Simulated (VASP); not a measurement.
# Ru (P6/mmm) in VASP: notebook

Ru is run at these levels: PBEsol; tasks: single point.

Everything below comes from runs of VASP 6.6.1. Logs are shortened: lines on timing, memory, paths and dates and some standing lists are left out, and cuts for length are marked.

## Step 1: The cell of the first run

It takes space group P6/mmm (No. 191, hexagonal). The conventional cell has a = 4.279 Å, b = 4.279 Å, c = 2.686 Å, α = 90.00°, β = 90.00°, γ = 120.00°. Within 3.5 Å of Ru (site symmetry 6/mmm) lie 14 Ru at 2.69 to 2.81 Å. Ru (site symmetry -6m2) has 11 Ru at 2.47 to 2.81 Å within 3.3 Å.

## Step 2: Single point, PBEsol (volume scaled by 1.04)

The input, INCAR:

```
  PREC = Accurate
  ENCUT = 520
  EDIFF = 1E-7
  ISMEAR = -1
  SIGMA = 0.1
  LREAL = F
  LASPH = T
  NELM = 60
  ALGO = Normal
  ISIF = 2
  LWAVE = F
  LCHARG = T
  GGA = PS
  LELF = T
  LVHAR = T
  NBANDS = 28
```

The input, KPOINTS:

```
Automatic mesh
0
Gamma
  10 10 13
```

The input, POSCAR:

```
Ru
1.0
    4.2792939240      0.0000000000      0.0000000000
   -2.1396469620      3.7059772485      0.0000000000
    0.0000000000      0.0000000000      2.6856516865
Ru
3
Direct
    0.0000000000      1.0000000000      0.0000000000
    0.3333333333      0.6666666667      0.5000000000
    0.6666666667      0.3333333333      0.5000000000
```

Potentials or basis: VASP PAW PBE potentials, release 64 (Ru_pv).

Command:

```
$ cat potpaw_PBE.64/Ru_pv/POTCAR > POTCAR
$ mpirun -np 1 vasp_std > vasp.out
```

OUTCAR:

```text
PREC = Accurate
   ENCUT = 520
   EDIFF = 1E-7
   ISMEAR = -1
   LREAL = F
   LASPH = T
   NELM = 60
   ISIF = 2
   GGA = PS

 ion  position               nearest neighbor table
   1  0.000  0.000  0.000-   2 2.81   3 2.81   2 2.81   3 2.81   3 2.81   3 2.81   2 2.81   2 2.81
                             3 2.81   3 2.81   2 2.81   2 2.81
   2  0.333  0.667  0.500-   3 2.47   3 2.47   3 2.47   1 2.81   1 2.81   1 2.81   1 2.81   1 2.81
                             1 2.81
   3  0.667  0.333  0.500-   2 2.47   2 2.47   2 2.47   1 2.81   1 2.81   1 2.81   1 2.81   1 2.81
                             1 2.81

  LATTYP: Found a hexagonal cell.
 ALAT       =     4.2792939240
 C/A-ratio  =     0.6275922463

  Lattice vectors:

 A1 = (   4.2792939240,   0.0000000000,   0.0000000000)
 A2 = (  -2.1396469620,   3.7059772485,   0.0000000000)
 A3 = (   0.0000000000,   0.0000000000,   2.6856516865)

Analysis of symmetry for initial positions (statically):
=====================================================================
 Subroutine PRICEL returns:
 Original cell was already a primitive cell.

 Routine SETGRP: Setting up the symmetry group for a
 hexagonal supercell.

 Subroutine GETGRP returns: Found 24 space group operations
 (whereof 24 operations were pure point group operations)
 out of a pool of 24 trial point group operations.

The static configuration has the point symmetry D_6h.

Analysis of symmetry for dynamics (positions and initial velocities):
=====================================================================
 Subroutine PRICEL returns:
 Original cell was already a primitive cell.

 Routine SETGRP: Setting up the symmetry group for a
 hexagonal supercell.

 Subroutine GETGRP returns: Found 24 space group operations
 (whereof 24 operations were pure point group operations)
 out of a pool of 24 trial point group operations.

The dynamic configuration has the point symmetry D_6h.

 Subroutine INISYM returns: Found 24 space group operations
 (whereof 24 operations are pure point group operations),
 and found     1 'primitive' translations

----------------------------------------------------------------------------------------

                                     Primitive cell

  volume of cell :      42.5917

  direct lattice vectors                    reciprocal lattice vectors
     4.279293924  0.000000000  0.000000000     0.233683411  0.134917180  0.000000000
    -2.139646962  3.705977248  0.000000000     0.000000000  0.269834360  0.000000000
     0.000000000  0.000000000  2.685651686     0.000000000  0.000000000  0.372349104

  length of vectors
     4.279293924  4.279293924  2.685651686     0.269834360  0.269834360  0.372349104

  position of ions in fractional coordinates (direct lattice)
     0.000000000  0.000000000  0.000000000
     0.333333333  0.666666667  0.500000000
     0.666666667  0.333333333  0.500000000

  ion indices of the primitive-cell ions
   primitive index   ion index
                 1           1
                 2           2
                 3           3

----------------------------------------------------------------------------------------

 KPOINTS: Automatic mesh

Automatic generation of k-mesh.
 Grid dimensions read from file:
 generate k-points for:   10   10   13

 Generating k-lattice:

  Cartesian coordinates                     Fractional coordinates (reciprocal lattice)
     0.023368341  0.013491718  0.000000000     0.100000000  0.000000000  0.000000000
     0.000000000  0.026983436  0.000000000     0.000000000  0.100000000  0.000000000
     0.000000000  0.000000000  0.028642239     0.000000000  0.000000000  0.076923077

  Length of vectors
     0.026983436  0.026983436  0.028642239

  Shift w.r.t. Gamma in fractional coordinates (k-lattice)
     0.000000000  0.000000000  0.000000000

 Subroutine IBZKPT returns following result:
 ===========================================

 Found     98 irreducible k-points:

 Following reciprocal coordinates:
            Coordinates               Weight
  0.000000  0.000000  0.000000      1.000000
  0.100000  0.000000  0.000000      6.000000
  0.200000  0.000000  0.000000      6.000000
  0.300000 -0.000000  0.000000      6.000000
  0.400000 -0.000000  0.000000      6.000000
  0.500000 -0.000000  0.000000      3.000000
[... 16 lines left out ...]
  0.300000  0.100000  0.076923     24.000000
  0.400000  0.100000  0.076923     24.000000
 [... further k-points ...]
   k-points           NKPTS =     98   k-points in BZ     NKDIM =     98   number of bands    NBANDS=     28
   number of dos      NEDOS =    301   number of ions     NIONS =      3
   total plane-waves  NPLWV =  20480
   dimension x,y,z NGX =    32 NGY =   32 NGZ =   20
   dimension x,y,z NGXF=    64 NGYF=   64 NGZF=   40
   ions per type =               3
   NGX,Y,Z   is equivalent  to a cutoff of  12.43, 12.43, 12.38 a.u.
   NGXF,Y,Z  is equivalent  to a cutoff of  24.86, 24.86, 24.76 a.u.
 SYSTEM =  unknown system
   PREC   = accura    normal or accurate (medium, high low for compatibility)
   ISTART =      0    job   : 0-new  1-cont  2-samecut
   ICHARG =      2    charge: 1-file 2-atom 10-const
   ISPIN  =      1    spin polarized calculation?
   LNONCOLLINEAR =      F non collinear calculations
   LSORBIT =      F    spin-orbit coupling
   LASPH  =      T    aspherical Exc in radial PAW
   ENCUT  =  520.0 eV  38.22 Ry    6.18 a.u.   7.96  7.96  4.99*2*pi/ulx,y,z
   NELM   =     60;   NELMIN=  2; NELMDL= -5     # of ELM steps
   EDIFF  = 0.1E-06   stopping-criterion for ELM
   LREAL  =      F    real-space projection
   EDIFFG = 0.1E-05   stopping-criterion for IOM
   NSW    =      0    number of steps for IOM
   IBRION =     -1    ionic relax: 0-MD 1-quasi-New 2-CG
   NFREE  =      0    steps in history (QN), initial steepest desc. (CG)
   ISIF   =      2    stress and relaxation
   ISYM   =      2    0-nonsym 1-usesym 2-fastsym
   POTIM  = 0.5000    time-step for ionic-motion
   TEBEG  =    0.0;   TEEND  =   0.0 temperature during run
   PSTRESS=    0.0 pullay stress
   NELECT =      42.0000    total number of electrons
   NUPDOWN=      -1.0000    fix difference up-down
   EMIN   =  10.00;   EMAX   =-10.00  energy-range for DOS
   EFERMI =   0.00;   METHOD = LEGACY
   ISMEAR =    -1;   SIGMA  =   0.10  broadening in eV -4-tet -1-fermi 0-gaus
   EFERMI_NEDOS =   21; number of points for ismear=-14 and -15
   IALGO  =     38    algorithm
   IMIX   =      4    mixing-type and parameters
     AMIX     =   0.40;   BMIX     =  1.00
     AMIX_MAG =   1.60;   BMIX_MAG =  1.00
  volume/ion in A,a.u.               =      14.20        95.81
  Fermi-wavevector in a.u.,A,eV,Ry     =   1.629483  3.079276 36.126376  2.655214
  Thomas-Fermi vector in A             =   2.721941
   LORBIT       =      0    0 simple, 1 ext, 2 COOP (PROOUT), +10 PAW based schemes
   GGA     = PS    functional components
   LHFCALC =     F    Hartree Fock is set to
   AEXX    =    0.0000 exact exchange contribution
   IVDW    =     0    specifies the selected vdW correction
   LEPSILON=     F    determine dielectric tensor
   LRPA    =     F    only Hartree local field effects (RPA)
 non-spin polarized calculation
  energy-cutoff  :      520.00
  volume of cell :       42.59
 maximum number of plane-waves:      1164
 NGX is ok and might be reduce to    32
   NGX = 15   NGY = 15   NGZ =  9

 number of electron      42.0000006 magnetization

 Free energy of the ion-electron system (eV)
  ---------------------------------------------------
  ext. energy  EPLUGINS =         0.00000000
  ---------------------------------------------------
  free energy    TOTEN  =       -29.67226153 eV

  energy without entropy =      -29.55480607  energy(sigma->0) =      -29.61353380

 E-fermi :  12.0754     XC(G=0): -13.9882

 val. band max:       12.0612552797   @ k =   0.4000   0.2000   0.0000
 cond. band min:      12.0817820663   @ k =   0.1000   0.0000   0.2308
 fundamental gap:      0.0205267866
 Fermi energy:        12.0753755229

 k-point     1 :       0.0000    0.0000    0.0000
  band No.  band energies     occupation
      1     -31.4145      2.00000
      2     -31.4145      2.00000
      3     -31.0358      2.00000
      4     -31.0358      2.00000
      5     -30.7643      2.00000
      6     -30.5211      2.00000
[... 20 lines left out ...]
     27      21.2308      0.00000
     28      21.2962      0.00000

 k-point     2 :       0.1000    0.0000    0.0000
  band No.  band energies     occupation
      1     -31.4389      2.00000
      2     -31.4181      2.00000
      3     -31.0059      2.00000
      4     -30.9997      2.00000
      5     -30.7573      2.00000
      6     -30.5249      2.00000
[... 20 lines left out ...]
     27      19.6238      0.00000
     28      21.6538      0.00000

 k-point     3 :       0.2000    0.0000    0.0000
  band No.  band energies     occupation
      1     -31.4913      2.00000
      2     -31.4102      2.00000
      3     -30.9372      2.00000
      4     -30.9163      2.00000
      5     -30.7372      2.00000
      6     -30.6095      2.00000
[... 20 lines left out ...]
     27      18.0176      0.00000
     28      21.7667      0.00000

 k-point     4 :       0.3000   -0.0000    0.0000
  band No.  band energies     occupation
      1     -31.5431      2.00000
      2     -31.3670      2.00000
      3     -30.8608      2.00000
      4     -30.8354      2.00000
      5     -30.7374      2.00000
      6     -30.7065      2.00000
[... 578 lines left out ...]
     27      17.0468      0.00000
     28      22.2643      0.00000

 k-point    23 :       0.3000    0.1000    0.0769
  band No.  band energies     occupation
      1     -31.5445      2.00000
      2     -31.3350      2.00000
      3     -30.8732      2.00000
      4     -30.8120      2.00000
      5     -30.7759      2.00000
      6     -30.7004      2.00000
[... 20 lines left out ...]
     27      15.7494      0.00000
     28      22.2788      0.00000

 k-point    24 :       0.4000    0.1000    0.0769
  band No.  band energies     occupation
      1     -31.5655      2.00000
      2     -31.2536      2.00000
      3     -30.9924      2.00000
      4     -30.7723      2.00000
      5     -30.7434      2.00000
      6     -30.6626      2.00000
[... 20 lines left out ...]
     27      14.6122      0.00000
     28      22.2895      0.00000

 [... further k-points ...]

------------------------ aborting loop because EDIFF is reached ----------------------------------------

  FORCE on cell =-STRESS in cart. coord.  units (eV):
  Direction    XX          YY          ZZ          XY          YZ          ZX
  --------------------------------------------------------------------------------------
  -------------------------------------------------------------------------------------
  Total       -3.2600314     -3.2600314     -2.7709435      0.0000000      0.0000000      0.0000000
  in kB     -122.6331290   -122.6331290   -104.2350299      0.0000000      0.0000000      0.0000000
  external PRESSURE =    -116.5004293 kB  Pullay stress =       0.0000000 kB

 VOLUME and BASIS-vectors are now :
 -----------------------------------------------------------------------------
  energy-cutoff  :      520.00
  volume of cell :       42.59
      direct lattice vectors                 reciprocal lattice vectors
     4.279293924  0.000000000  0.000000000     0.233683411  0.134917180  0.000000000
    -2.139646962  3.705977248  0.000000000     0.000000000  0.269834360  0.000000000
     0.000000000  0.000000000  2.685651686     0.000000000  0.000000000  0.372349104

 POSITION                                       TOTAL-FORCE (eV/Angst)
 -----------------------------------------------------------------------------------
      0.00000      0.00000      0.00000         0.000000      0.000000      0.000000
     -0.00000      2.47065      1.34283         0.000000     -0.000000     -0.000000
      2.13965      1.23533      1.34283        -0.000000      0.000000      0.000000
 -----------------------------------------------------------------------------------
    total drift:                               -0.000000      0.000000      0.000000

  FREE ENERGIE OF THE ION-ELECTRON SYSTEM (eV)
  ---------------------------------------------------
  free  energy   TOTEN  =       -29.6722615315 eV

  energy  without entropy=      -29.5548060723  energy(sigma->0) =      -29.61353380
```

Wall time 40 s (1 thread of Intel Xeon 6975P-C (Granite Rapids), shared host); peak memory 0.21 GiB.

What came out:

```yaml
Free_energy: -29.6723 eV
Pressure: -11.7 GPa
Band_gap_on_the_k_mesh: zero (band 21 reaches 13.06 eV, above the bottom of band 22 at 10.80 eV)
```

Stress tensor (GPa, compression positive):
```
-12.26   0.00   0.00
  0.00 -12.26   0.00
  0.00   0.00 -10.42
```

Caveat: the cell differs from its parent crystal (volume scaled by 1.04); the PAW data sets were made with another functional, which shifts forces and pressure a little.

## Step 3: Single point, PBEsol (volume scaled by 1.08)

The input, INCAR:

```
PREC = Accurate
ENCUT = 520
EDIFF = 1E-6
ISMEAR = -1
SIGMA = 0.1
LREAL = False
LASPH = True
NELM = 60
ALGO = Normal
ISIF = 2
LWAVE = False
LCHARG = False
GGA = PS
NBANDS = 28
```

KPOINTS is that of step 2.

The input, POSCAR:

```
Ru
1.0
    4.3334679526      0.0000000000      0.0000000000
   -2.1667339763      3.7528933334      0.0000000000
    0.0000000000      0.0000000000      2.7196508868
Ru
3
Direct
    0.0000000000      1.0000000000      0.0000000000
    0.3333333333      0.6666666667      0.5000000000
    0.6666666667      0.3333333333      0.5000000000
```

Potentials or basis: VASP PAW PBE potentials, release 64 (Ru_pv).

Command:

```
$ cat potpaw_PBE.64/Ru_pv/POTCAR > POTCAR
$ mpirun -np 1 vasp_std > vasp.out
```

It took 34 s on 1 thread of Intel Xeon 6975P-C (Granite Rapids), shared host; peak memory 0.21 GiB.

It converged, with:

| Item | Value |
| --- | --- |
| Free energy | -29.5055 eV |
| Pressure | -20.9 GPa |
| Band gap on the k mesh | zero (band 21 reaches 12.35 eV, above the bottom of band 22 at 10.22 eV) |

Stress tensor (GPa, compression positive):
```
-21.87   0.00   0.00
  0.00 -21.87   0.00
  0.00   0.00 -18.92
```

Levels at points of the mesh, in eV from the Fermi level:
| k point | band 17 | band 18 | band 19 | band 20 | band 21 | band 22 | band 23 | band 24 | band 25 | band 26 |
| --- | --- | --- | --- | --- | --- | --- | --- | --- | --- | --- |
| (0.00, 0.00, 0.00) | -2.58 | -1.95 | -1.95 | -1.30 | -1.30 | -1.19 | -1.19 | 1.52 | 1.52 | 8.85 |
| (0.50, 0.00, 0.00) | -2.36 | -2.33 | -1.06 | -0.99 | 0.34 | 0.72 | 0.75 | 0.77 | 1.20 | 1.24 |

Caveat: the cell differs from its parent crystal (volume scaled by 1.08); the PAW data sets were made with another functional, which shifts forces and pressure a little.

## Step 4: Single point, PBEsol (volume scaled by 1.12)

The input, INCAR:

```
SYSTEM = Ru
PREC = Accurate
ENCUT = 520
EDIFF = 1E-6
ISMEAR = -1
SIGMA = 0.1
LREAL = .FALSE.
LASPH = .TRUE.
NELM = 60
ALGO = Normal
ISIF = 2
LWAVE = .FALSE.
LCHARG = .FALSE.
GGA = PS
NBANDS = 28
```

The input, KPOINTS:

```
regular mesh
0
G
  10 10 13
  0 0 0
```

The input, POSCAR:

```
Ru
1.0
    4.3863203316      0.0000000000      0.0000000000
   -2.1931601658      3.7986648363      0.0000000000
    0.0000000000      0.0000000000      2.7528206300
Ru
3
Direct
    0.0000000000      1.0000000000      0.0000000000
    0.3333333333      0.6666666667      0.5000000000
    0.6666666667      0.3333333333      0.5000000000
```

Command:

```
$ cat potpaw_PBE.64/Ru_pv/POTCAR > POTCAR
$ mpirun -np 1 vasp_std > vasp.out
```

Wall time 43 s (1 thread of Intel Xeon 6975P-C (Granite Rapids), shared host); peak memory 0.22 GiB.

It converged, with:

| Property | Result |
| --- | --- |
| Free energy | -29.2547 eV |
| Pressure | -28.1 GPa |
| Band gap on the k mesh | zero (band 21 reaches 11.69 eV, above the bottom of band 22 at 9.68 eV) |

Stress tensor (GPa, compression positive):
```
-29.42   0.00   0.00
  0.00 -29.42   0.00
  0.00   0.00 -25.58
```

Levels at points of the mesh, in eV from the Fermi level:
```
           k point  band 17  band 18  band 19  band 20  band 21  band 22  band 23  band 24  band 25  band 26
(0.00, 0.00, 0.00)    -2.44    -1.84    -1.84    -1.22    -1.22    -1.12    -1.12     1.43     1.43     8.57
(0.50, 0.00, 0.00)    -2.23    -2.22    -1.00    -0.93     0.32     0.68     0.71     0.72     1.14     1.23
```

Caveat: the cell differs from its parent crystal (volume scaled by 1.12); the PAW data sets were made with another functional, which shifts forces and pressure a little.

## Step 5: Single point, PBEsol

This run uses another cell than the first one, of 13.65 Å³/atom, 0.962 times its volume.

The input, INCAR:

```
ALGO = Normal ; EDIFF = 1E-7
ENCUT = 520 ; GGA = PS
ISIF = 2 ; ISMEAR = -1
LASPH = True ; LCHARG = False
LREAL = False ; LWAVE = False
NBANDS = 28 ; NELM = 80
PREC = Accurate ; SIGMA = 0.1
```

The input, KPOINTS:

```
k-points
0
Gamma
  11 11 16
```

The input, POSCAR:

```
Ru
1.0
    4.2237123871      0.0000000000      0.0000000000
   -2.1118561935      3.6578422255      0.0000000000
    0.0000000000      0.0000000000      2.6507691449
Ru
3
Direct
    0.0000000000      1.0000000000      0.0000000000
    0.3333333333      0.6666666667      0.5000000000
    0.6666666667      0.3333333333      0.5000000000
```

Command:

```
$ cat potpaw_PBE.64/Ru_pv/POTCAR > POTCAR
$ mpirun -np 1 vasp_std > vasp.out
```

Run time: 2.6 min. Hardware: 1 thread of Intel Xeon 6975P-C, shared host; peak memory 0.24 GiB.

Results (log left out):

| Quantity | Value |
| --- | --- |
| Free energy | -29.7306 eV |
| Pressure | 0.1 GPa |
| Band gap on the k mesh | zero (band 21 reaches 13.96 eV, above the bottom of band 22 at 11.43 eV) |

Stress tensor (GPa, compression positive):
```
-0.06  0.00  0.00
 0.00 -0.06  0.00
 0.00  0.00  0.45
```

Levels at points of the mesh, in eV from the Fermi level:
```csv
k point,band 17,band 18,band 19,band 20,band 21,band 22,band 23,band 24,band 25,band 26
"(0.00, 0.00, 0.00)",-2.88,-2.19,-2.19,-1.47,-1.47,-1.36,-1.36,1.74,1.74,9.48
"(0.00, 0.00, 0.50)",-2.19,-2.03,-2.03,0.70,0.70,1.40,1.40,2.55,3.56,4.24
```

Caveat: the PAW data sets were made with another functional, which shifts forces and pressure a little.

## Step 6: Summary

| cell | k mesh | gap on the mesh (eV) | pressure (GPa) |
| --- | --- | --- | --- |
| a = 4.279, b = 4.279, c = 2.686 Å, angles 90.0, 90.0, 120.0°, 3 atoms | 10 × 10 × 13 | none | -11.7 |
| a = 4.333, b = 4.333, c = 2.720 Å, angles 90.0, 90.0, 120.0°, 3 atoms | 10 × 10 × 13 | none | -20.9 |
| a = 4.386, b = 4.386, c = 2.753 Å, angles 90.0, 90.0, 120.0°, 3 atoms | 10 × 10 × 13 | none | -28.1 |
| a = 4.224, b = 4.224, c = 2.651 Å, angles 90.0, 90.0, 120.0°, 3 atoms | 11 × 11 × 16 | none | 0.1 |

Alike in all rows: task single point; level PBEsol; potentials or basis VASP PAW PBE potentials, release 64 (Ru_pv); no spin polarisation; cutoff (eV) 520; smearing fermi-dirac 0.1 eV.

Caveats: the PAW data sets were made with another functional, which shifts forces and pressure a little.

Total energies depend on the potentials used, so only differences within one code and one set of settings carry meaning.
